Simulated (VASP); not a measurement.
## C: single point with LDA

The system is C.

```
C
1.0
     2.54776    0.00000    0.00000
    -1.27388    2.20642    0.00000
     0.00000    0.00000    7.83066
C
8
Direct
  0.00000 0.00000 0.09440
  0.00000 0.00000 0.59440
  0.00000 0.00000 0.40560
  0.00000 0.00000 0.90560
  0.33333 0.66667 0.15441
  0.66667 0.33333 0.65441
  0.33333 0.66667 0.34559
  0.66667 0.33333 0.84559
```

This cell differs from its parent crystal: atoms displaced along a vibrational mode, the cell strained.

- Program: VASP 6.6.1
- Task: single point
- Functional: LDA
- Potentials or basis: VASP PAW LDA potentials, release 64 (C)
- Cutoff: 520 eV
- k mesh: 12 × 12 × 4
- Occupations: gaussian, width 0.05 eV
- Spin: no spin polarisation

```yaml
Pressure: 4.9 GPa
Largest_force: 0.567 eV/Å
Band_gap_on_the_k_mesh: 3.63 eV (least direct gap 4.70 eV)
```

Forces in eV/Å, atoms in the order of the input:
```
C    0.000  0.000 -0.567
C    0.000  0.000 -0.567
C    0.000  0.000  0.567
C    0.000  0.000  0.567
C    0.000  0.000  0.151
C    0.000  0.000  0.151
C    0.000  0.000 -0.151
C    0.000  0.000 -0.151
```

Stress tensor (GPa, compression positive):
```
-25.74   0.00   0.00
  0.00 -25.74   0.00
  0.00   0.00  66.20
```

Levels at points of the mesh, in eV from the valence-band top:
```csv
k point,band 12,band 13,band 14,band 15,band 16,band 17,band 18,band 19,band 20,band 21
"(0.00, 0.00, 0.00)",-2.23,-2.23,-0.09,-0.09,0.00,4.70,4.70,6.66,6.66,6.66
"(0.50, 0.00, 0.00)",-5.43,-5.36,-4.17,-3.45,-2.82,3.63,5.24,5.46,6.83,8.16
"(0.00, 0.00, 0.50)",-1.91,-0.94,-0.94,-0.94,-0.94,5.63,5.63,5.63,5.63,6.67
"(0.50, 0.00, 0.50)",-6.54,-4.59,-4.59,-3.74,-3.74,4.05,4.05,7.21,7.21,8.37
```

It took 28 s on 1 thread of Intel(R) Xeon(R) Platinum 8559C (Emerald Rapids) (shared host), peak memory 0.16 GiB.

Caveat: the cell differs from its parent crystal (atoms displaced along a vibrational mode, the cell strained); the stress differs along the axes, from -26 to 66 GPa. A k mesh can miss the band edges.
